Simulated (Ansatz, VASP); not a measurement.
## Ni in VASP and in Ansatz

```
CELL_PARAMETERS angstrom
2.38092 0.00000 0.00000
-1.19046 2.06194 0.00000
0.00000 0.00000 3.96117
ATOMIC_POSITIONS crystal
Ni 0.33333 0.66667 0.25000
Ni 0.66667 0.33333 0.75000
```

Alike in both runs: task single point; functional r2SCAN; k mesh 13 × 13 × 7; occupations methfessel-paxton of order 1, width 0.02 eV; collinear spin.

```csv
,VASP,Ansatz
version,VASP 6.6.1,Ansatz 0.2.0
potentials or method,"VASP PAW PBE potentials, release 64 (Ni), cutoff 520 eV","plane waves, PAW"
valence electrons in the cell,20,36
```

|  | VASP | Ansatz | Ansatz less VASP |
| --- | --- | --- | --- |
| pressure (GPa) | 21.4 | 21.1 | -0.38 |
| traceless stress, the component that is largest in VASP (GPa) | 0.70 | 0.44 | -0.265 |
| net moment per atom (μB) | 0.64 | 0.65 | +0.014 |
| size of the moment on the site where the two differ most (μB) | 0.64 | 0.71 | +0.067 |

VASP's potentials were made for PBE, not for r2SCAN. Site moments also hang on the region over which each program counts them. VASP's potentials hold 20 valence electrons a cell and Ansatz's 36, so a difference there can come from the potentials and not from the codes. Ansatz's warnings: stability check not made.
